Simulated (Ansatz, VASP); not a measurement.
## Two plane-wave programs on Co3F

```
CELL_PARAMETERS angstrom
3.60615 0.00000 0.00000
0.00000 3.60615 0.00000
0.00000 0.00000 3.60615
ATOMIC_POSITIONS crystal
Co 0.00000 0.50000 0.50000
Co 0.50000 0.00000 0.50000
Co 0.50000 0.50000 0.00000
F 0.00000 0.00000 0.00000
```

Alike in both runs: functional PBE; k mesh 6 × 6 × 6; occupations gaussian, width 0.1 eV; collinear spin.

Ansatz relaxed the structure, and its values are those at the end. VASP's run is a single point on that final structure, the one shown.

```csv
,VASP,Ansatz
version,VASP 6.6.1,Ansatz 0.2.0
potentials or method,"VASP PAW PBE potentials, release 64 (Co, F), cutoff 520 eV","scalar-relativistic, plane waves, PAW"
valence electrons in the cell,34,58
```

|  | VASP | Ansatz | Ansatz less VASP |
| --- | --- | --- | --- |
| gap on the k mesh at the Fermi level (eV) | none | none | - |
| pressure (GPa) | -0.4 | 0.0 | +0.44 |
| net moment per atom (μB) | 1.56 | 1.56 | 0.000 |
| size of the moment on the site where the two differ most (μB) | 2.04 | 2.06 | +0.022 |

Site moments also hang on the region over which each program counts them. A gap of «none» marks a metal or a gap that the smearing closes. VASP's potentials hold 34 valence electrons a cell and Ansatz's 58, so a difference there can come from the potentials and not from the codes.
